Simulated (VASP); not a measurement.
Input of a VASP 6.6.1 run:

The input POSCAR:

```
Cd
1.0
    2.8282114368      0.0000000000      0.0000000000
    0.0000000000      2.8282114368      0.0000000000
    0.0000000000      0.0000000000      2.8282114368
Cd
1
Direct
    0.0000000000      0.0000000000      0.0000000000
```

Contents of INCAR.step1:

```
SYSTEM = Cd
  ALGO = Normal
  EDIFF = 1E-4
  ENCUT = 600
  GGA = PE
  ISMEAR = 0
  LASPH = .True.
  LCHARG = .False.
  LREAL = .False.
  LWAVE = .True.
  NELM = 60
  PREC = Accurate
  SIGMA = 0.1
```

INCAR.step2

```
SYSTEM = Cd
  ALGO = Normal
  EDIFF = 1E-6
  EDIFFG = -0.04
  ENCUT = 600
  IBRION = 2
  ISIF = 3
  ISMEAR = 0
  ISTART = 1
  LASPH = .True.
  LCHARG = .False.
  LMIXTAU = .True.
  LREAL = .False.
  LWAVE = .False.
  METAGGA = R2SCAN
  NELM = 60
  NSW = 90
  PREC = Accurate
  SIGMA = 0.1
```

KPOINTS

```
k-points
0
Gamma
  6 6 6
  0 0 0
```

Potentials or basis: VASP PAW PBE potentials, release 64 (Cd).

The run is started by

```console
$ cat potpaw_PBE.64/Cd/POTCAR > POTCAR
$ cp INCAR.step1 INCAR
$ mpirun -np 1 vasp_std > vasp.out
$ cp INCAR.step2 INCAR
$ mpirun -np 1 vasp_std > vasp.out
```

(1) What does it give for the space group after relaxing (to 0.1 Å)?

(2) Estimate the relaxed volume.

(3) Predict the band gap on the k mesh.

(4) What does it give for the relaxed cell?

Results:

(1) Pm-3m (No. 221).

(2) 26.15 Å³/atom.

(3) zero (bands 6 and 7 overlap by 6.88 eV).

(4) a = 2.968 Å, b = 2.968 Å, c = 2.968 Å, α = 90.00°, β = 90.00°, γ = 90.00°.

Caveat: the k points lie up to 0.35 Å⁻¹ apart in the final cell, too coarse for converged energies and pressures of a metal; the volume moved by over 15 % at a fixed basis, so the end points are rough; the PAW data sets were made with another functional, which shifts forces and pressure a little.
